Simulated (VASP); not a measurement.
A run of VASP 6.6.1 is set up as follows.

Contents of INCAR:

```
PREC = Accurate ; ENCUT = 520
EDIFF = 1E-7 ; ISMEAR = -1
SIGMA = 0.03 ; LREAL = False
LASPH = True ; NELM = 60
ALGO = Normal ; ISIF = 2
LWAVE = False ; LCHARG = False
GGA = PS ; NBANDS = 11
```

KPOINTS

```
Automatic mesh
0
Gamma
  17 17 17
```

The input POSCAR:

```
C
1.0
    1.2321061982      0.7113568452      3.3581305584
   -1.2321061982      0.7113568452      3.3581305584
    0.0000000000     -1.4227136904      3.3581305584
C
2
Direct
    0.1640000000      0.1640000000      0.1640000000
    0.8360000000      0.8360000000      0.8360000000
```

Potentials or basis: VASP PAW PBE potentials, release 64 (C).

Launch:

```console
$ cat potpaw_PBE.64/C/POTCAR > POTCAR
$ mpirun -np 1 vasp_std > vasp.out
```

Task: What does it give for the largest force?

Result: 0.875 eV/Å.

Task: Predict the pressure.

Result: -1.0 GPa.

Stress tensor (GPa, compression positive):
```
-1.82  0.00  0.00
 0.00 -1.82  0.00
 0.00  0.00  0.77
```

Caveat: this functional lacks dispersion, which binds layers or chains, so the pressure and a relaxed spacing across them are unreliable; the PAW data sets were made with another functional, which shifts forces and pressure a little.
